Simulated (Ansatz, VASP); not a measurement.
## ZnO: VASP beside Ansatz

File POSCAR:

```
ZnO
1.0
    3.2493080000      0.0000000000      0.0000000000
   -1.6246540000      2.8139832727      0.0000000000
    0.0000000000      0.0000000000      5.2057090000
Zn O
2 2
Direct
    0.6666666667      0.3333333333      0.0000000000
    0.3333333333      0.6666666667      0.5000000000
    0.3333333333      0.6666666667      0.8790100000
    0.6666666667      0.3333333333      0.3790100000
```

The input INCAR.step1:

```
SYSTEM = ZnO
PREC = Accurate ; ENCUT = 520
EDIFF = 1E-5 ; ISMEAR = -1
SIGMA = 0.05 ; LREAL = .FALSE.
LASPH = .TRUE. ; NELM = 80
ALGO = Normal ; ISIF = 2
LWAVE = .TRUE. ; LCHARG = .FALSE.
GGA = PE ; NBANDS = 26
LUSENCCL = .FALSE.
```

INCAR.step2

```
SYSTEM = ZnO
PREC = Accurate ; ENCUT = 520
EDIFF = 1E-7 ; ISMEAR = -1
SIGMA = 0.05 ; LREAL = .FALSE.
LASPH = .TRUE. ; NELM = 80
ALGO = Normal ; ISIF = 2
LWAVE = .FALSE. ; LCHARG = .FALSE.
GGA = PE ; LHFCALC = .TRUE.
AEXX = 0.1 ; HFSCREEN = 0.2078699
PRECFOCK = Normal ; ISTART = 1
NBANDS = 26 ; LUSENCCL = .FALSE.
```

File KPOINTS:

```
Automatic mesh
0
G
  5 5 3
  0 0 0
```

input.yaml

```yaml
crystal:
  lattice:
    - [3.249308, 0.0, 0.0]
    - [-1.624654, 2.8139832727, 0.0]
    - [0.0, 0.0, 5.205709]
  atoms:
    - { symbol: Zn, position: [0.6666666667, 0.3333333333, 0.0] }
    - { symbol: Zn, position: [0.3333333333, 0.6666666667, 0.5] }
    - { symbol: O, position: [0.3333333333, 0.6666666667, 0.87901] }
    - { symbol: O, position: [0.6666666667, 0.3333333333, 0.37901] }
hamiltonian:
  xc:
    exchange: pbe
    correlation: pbe
    exx: { coeff: 0.1, omega: 0.2078699 }
  pseudopotentials: { kind: paw }
kpoints:
  mp_grid: { grid: [5, 5, 3] }
scf:
  occupations: { method: fermi_dirac, width: 0.05 }
output:
  forces: true
  stress: true
  eigenvalues: true
```

Alike in both runs: task single point; functional PBE-based screened hybrid; k mesh 5 × 5 × 3; occupations fermi-dirac, width 0.05 eV; no spin polarisation.

|  | VASP | Ansatz |
| --- | --- | --- |
| version | VASP 6.6.1 | Ansatz 0.2.0 |
| potentials or method | VASP PAW PBE potentials, release 64 (Zn, O) | Ansatz PAW |
| plane-wave cutoff (eV) | 520 | 420 |
| valence electrons in the cell | 36 | 36 |

Ansatz gave:

| Property | Result |
| --- | --- |
| gap on the k mesh at the Fermi level (eV) | 1.47 |
| least direct gap on the mesh (eV) | 1.47 |
| pressure (GPa) | 3.1 |
| traceless stress, the component that is largest in VASP (GPa) | 1.01 |
| rms of the force components (eV/Å) | 0.042 |

Which values does VASP return?

gap on the k mesh at the Fermi level (eV): 1.45; least direct gap on the mesh (eV): 1.45; pressure (GPa): 4.2; traceless stress, the component that is largest in VASP (GPa): 1.05; rms of the force components (eV/Å): 0.045.

VASP's potentials were made for PBE, not for PBE-based screened hybrid. Atom by atom the forces differ by 0.002 eV/Å (rms over components).

The k mesh is coarse, so the values compare programs but aren't converged. Noted on Ansatz's run: odd divisions of the mesh miss points on the zone boundary, where band edges often lie, so the gap on the mesh can be too wide.
